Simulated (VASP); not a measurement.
Runs of VASP 6.6.1 on BaF2 (Frankdicksonite). The structure is that of space group Fm-3m (No. 225), or close to it. The cells are those of the table. 

```tsv
task	cell	gap on the mesh (eV)	pressure (GPa)
single point	a = 4.168 Å, angles 60.0°, 3 atoms	7.26	(a)
single point	a = 4.109 Å, angles 60.0°, 3 atoms	7.39	17.6
relaxation of cell and atoms	relaxed to 2 GPa from a = 4.340 Å, angles 60.0°, 3 atoms	(b)	2.0
single point	a = 4.297 Å, angles 60.0°, 3 atoms	6.90	3.4
relaxation of cell and atoms	relaxed to 7 GPa from a = 4.340 Å, angles 60.0°, 3 atoms	7.07	7.0
```

Alike in all rows: level PBEsol; potentials or basis VASP PAW PBE potentials, release 64 (Ba_sv, F); no spin polarisation; k mesh 6 × 6 × 6; cutoff (eV) 600; smearing gaussian 0.01 eV.

Task: Estimate the missing entries.

Result: (a) 12.1; (b) 6.82.

Caveats: the PAW data sets were made with another functional, which shifts forces and pressure a little; spin-orbit coupling is left out, which moves the levels of the heavy elements; the cell is relaxed towards a set pressure, so the enthalpy falls and the energy may rise (some runs).

A k mesh can miss the band edges, and the runs leave out spin-orbit coupling on Ba.
